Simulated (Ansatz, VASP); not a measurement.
## One calculation of Y, two programs

```
Y
1.0
     3.59916    0.00000    0.00000
    -1.79958    3.11696    0.00000
     0.00000    0.00000    5.58162
Y
2
Direct
  0.33333 0.66667 0.25000
  0.66667 0.33333 0.75000
```

Alike in both runs: task single point; functional PBEsol; k mesh 6 × 6 × 4; occupations gaussian, width 0.1 eV; no spin polarisation.

|  | VASP | Ansatz |
| --- | --- | --- |
| version | VASP 6.6.1 | Ansatz 0.2.0 |
| potentials or method | VASP PAW PBE potentials, release 64 (Y_sv), cutoff 500 eV | scalar-relativistic, plane waves, PAW |
| valence electrons in the cell | 22 | 22 |

VASP gave:

| Property | Result |
| --- | --- |
| gap on the k mesh at the Fermi level (eV) | none |
| pressure (GPa) | 0.1 |
| traceless stress, the component that is largest in VASP (GPa) | -0.18 |

Problem. Which values does Ansatz return?

Solution. gap on the k mesh at the Fermi level (eV): none; pressure (GPa): 0.2; traceless stress, the component that is largest in VASP (GPa): -0.19.

VASP's potentials were made for PBE, not for PBEsol, and Ansatz warns of the same on its side. A gap of «none» marks a metal or a gap that the smearing closes. The functional is the same, so the differences come from potentials, cutoffs and numerics.
